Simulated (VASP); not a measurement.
Crystal: GaSi3S2.

```
Ga Si S
1.0
     2.18779   -4.55106    0.00000
     2.18779    4.55106    0.00000
     0.00000    0.00000    6.22803
Ga Si S
1 3 2
Direct
  0.50000 0.50000 0.50000
  0.00000 0.00000 0.50000
  0.00000 0.50000 0.50000
  0.50000 0.00000 0.50000
  0.73676 0.26324 0.00000
  0.26324 0.73676 0.00000
```

The cell was generated, and may not be a known phase.

| Property | Result |
| --- | --- |
| Program | VASP 6.6.1 |
| Task | relaxation of cell and atoms |
| Functional | PBE |
| Potentials or basis | VASP PAW PBE potentials, release 64 (Ga_d, Si, S) |
| Cutoff | 600 eV |
| k mesh | 4 × 4 × 4 |
| Occupations | gaussian, width 0.1 eV |
| Spin | no spin polarisation |

At the start: pressure 9.3 GPa; volume 20.67 Å³/atom.

Problem. Where does the relaxation end?

Solution. Over 24 steps the energy falls by 640.7 meV/atom and the volume is 18.58 Å³/atom (-10.1 %); space group Cmmm (No. 65, to 0.1 Å) before and after.

Step by step:
```
step  energy change (eV)  largest force (eV/Å)  pressure (GPa)  volume (Å³)
   1              0.0000                1.2356            9.29       124.02
   2             -0.8885                0.2138           -4.97       145.82
   3             -0.9902                0.2118           -2.42       139.09
   4             -0.9910                0.2382           -2.22       138.70
   5             -1.3112                0.0724           -2.61       134.79
   6             -2.1129                0.3833           -2.18       125.44
   7             -2.0659                0.9190            8.54       103.55
   8             -2.1794                0.7382            4.36       107.79
   9             -2.3668                0.7272            4.33       108.14
  10             -3.1431                0.8928            3.88       107.96
  11             -2.0610                0.3453           12.75       101.75
  12             -3.4510                0.6304            4.49       106.73
  13             -3.6585                0.5208            0.35       112.88
  14             -3.6908                0.5113           -1.56       116.23
  15             -3.6915                0.5089           -1.81       116.74
  16             -3.7708                0.4577           -1.43       115.15
  17             -3.7820                0.3199            0.91       110.18
  18             -3.8315                0.1247           -0.41       112.65
  19             -3.8318                0.0915           -0.32       112.46
  20             -3.8360                0.1123           -0.01       111.75
  21             -3.8381                0.1330            0.40       110.87
  22             -3.8410                0.1079            0.22       111.13
  23             -3.8427                0.0667           -0.04       111.51
  24             -3.8441                0.0194           -0.03       111.51
```

Final structure:
```
CELL_PARAMETERS angstrom
3.13650 -4.88389 0.00000
3.13650 4.88389 0.00000
0.00000 0.00000 3.63971
ATOMIC_POSITIONS crystal
Ga 0.50000 0.50000 0.50000
Si 0.00000 0.00000 0.50000
Si 0.00000 0.50000 0.50000
Si 0.50000 0.00000 0.50000
S 0.68765 0.31235 0.00000
S 0.31235 0.68765 0.00000
```

Caveat: the k points lie up to 0.43 Å⁻¹ apart in the final cell, too coarse for converged energies and pressures of a metal; a cell axis changed by over 15 % at a fixed basis, so the end point is rough; an odd number of electrons without spin polarisation forces a metal; a magnetic or distorted state may lie lower.
